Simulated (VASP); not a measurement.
Write the native input for VASP 6.6.1 that does the following.

| Item | Value |
| --- | --- |
| Task | single point |
| Functional | LDA |
| Potentials or basis | VASP PAW LDA potentials, release 64 (Mo_sv) |
| Cutoff | 520 eV |
| k mesh | 24 × 24 × 24 |
| Occupations | methfessel-paxton, width 0.1 eV |
| Spin | no spin polarisation |
| Dipole correction | no |
| Further INCAR settings | ALGO = Normal; EDIFF = 1e-06; NBANDS = 13 |

The structure of Mo lies in POSCAR:

```
Mo
1.0
   -1.5557749806      1.5557749806      1.5557749806
    1.5557749806     -1.5557749806      1.5557749806
    1.5557749806      1.5557749806     -1.5557749806
Mo
1
Direct
    0.0000000000      0.0000000000      0.0000000000
```

The input as run:

INCAR

```
PREC = Accurate
ENCUT = 520
EDIFF = 1E-6
ISMEAR = 1
SIGMA = 0.1
LREAL = False
LASPH = True
NELM = 80
ALGO = Normal
ISIF = 2
LWAVE = False
LCHARG = False
NBANDS = 13
```

KPOINTS

```
regular mesh
0
Gamma
  24 24 24
```

Potentials or basis: VASP PAW LDA potentials, release 64 (Mo_sv).

Command:

```sh
$ cat potpaw_LDA.64/Mo_sv/POTCAR > POTCAR
$ mpirun -np 1 vasp_std > vasp.out
```

It gave:

```yaml
Pressure: 1.1 GPa
Band_gap_on_the_k_mesh: zero (bands 7 and 8 overlap by 5.67 eV)
```

Wall time 46 s on 1 thread of Intel(R) Xeon(R) Platinum 8259CL CPU @ 2.50GHz (Skylake/Cascade Lake) (shared host), peak memory 0.18 GiB.
